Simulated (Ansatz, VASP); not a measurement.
# HfO2 in VASP and in Ansatz

```
Hf O
1.0
     0.00000    2.52918    2.52918
     2.52918    0.00000    2.52918
     2.52918    2.52918    0.00000
Hf O
1 2
Direct
  0.00000 0.00000 0.00000
  0.25000 0.25000 0.25000
  0.75000 0.75000 0.75000
```

Alike in both runs: task single point; functional PBE; k mesh 8 × 8 × 8; occupations fermi-dirac, width 0.02 eV; no spin polarisation.

|  | VASP | Ansatz |
| --- | --- | --- |
| version | VASP 6.6.1 | Ansatz 0.2.0 |
| potentials or method | VASP PAW PBE potentials, release 64 (Hf_pv, O) | plane waves, PAW |
| plane-wave cutoff (eV) | 520 | 420 |
| valence electrons in the cell | 22 | 38 |

```tsv
	VASP	Ansatz	Ansatz less VASP
gap on the k mesh at the Fermi level (eV)	3.82	3.80	-0.017
pressure (GPa)	2.1	6.0	+3.84
```

VASP's potentials hold 22 valence electrons a cell and Ansatz's 38, so a difference there can come from the potentials and not from the codes.

Spin-orbit coupling is off throughout.
